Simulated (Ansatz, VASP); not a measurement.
# One calculation of N, two programs

```
N
1.0
     4.08406    0.00000    0.00000
     0.00000    4.08406    0.00000
     0.00000    0.00000    5.34591
N
4
Direct
  0.90428 0.94100 0.97194
  0.59572 0.40428 0.50000
  0.09572 0.09572 0.00000
  0.40428 0.59572 0.50000
```

Alike in both runs: task single point; functional PBEsol; k mesh 6 × 6 × 4; occupations gaussian, width 0.05 eV; no spin polarisation.

|  | VASP | Ansatz |
| --- | --- | --- |
| version | VASP 6.6.1 | Ansatz 0.2.0 |
| potentials or method | VASP PAW PBE potentials, release 64 (N), cutoff 520 eV | scalar-relativistic, plane waves, PAW |
| valence electrons in the cell | 20 | 20 |

Ansatz gave:

```
gap on the k mesh at the Fermi level (eV)                     : 7.16
least direct gap on the mesh (eV)                             : 7.35
pressure (GPa)                                                : 9.6
traceless stress, the component that is largest in VASP (GPa) : 14.96
rms of the force components (eV/Å)                            : 6.600
```

Which values does VASP return?

gap on the k mesh at the Fermi level (eV): 7.11; least direct gap on the mesh (eV): 7.29; pressure (GPa): 13.2; traceless stress, the component that is largest in VASP (GPa): 17.34; rms of the force components (eV/Å): 8.546.

VASP's potentials were made for PBE, not for PBEsol. Atom by atom the forces differ by 2.072 eV/Å (rms over components).

Noted on VASP's run: the standard files for N, O and F lose accuracy on very short bonds.
